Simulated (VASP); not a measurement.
Here is a VASP 6.6.1 calculation.

Contents of INCAR:

```
SYSTEM = KF
  ALGO = Normal
  EDIFF = 1E-8
  ENCUT = 520
  GGA = PE
  ISIF = 2
  ISMEAR = -1
  LASPH = .True.
  LCHARG = .False.
  LEFG = .True.
  LREAL = .False.
  LWAVE = .False.
  NBANDS = 15
  NELM = 60
  PREC = Accurate
  SIGMA = 0.01
```

The input KPOINTS:

```
k-points
0
Gamma
  9 9 9
  0 0 0
```

File POSCAR:

```
KF
1.0
    0.0000000000      2.6735000000      2.6735000000
    2.6735000000      0.0000000000      2.6735000000
    2.6735000000      2.6735000000      0.0000000000
K F
1 1
Direct
    0.0000000000      0.0000000000      0.0000000000
    0.5000000000      0.5000000000      0.5000000000
```

Potentials or basis: VASP PAW PBE potentials, release 64 (K_sv, F).

Run with:

```bash
$ cat potpaw_PBE.64/K_sv/POTCAR potpaw_PBE.64/F/POTCAR > POTCAR
$ mpirun -np 1 vasp_std > vasp.out
```

Task: Predict the pressure.

Result: 1.4 GPa.

Task: Estimate the band gap on the k mesh.

Result: 6.16 eV, direct.

Caveat: without QUAD_EFG the Cq values of the log hold for a quadrupole moment of 1 mb, not for the nuclei. As with any semilocal functional, this PBE gap is likely too small.
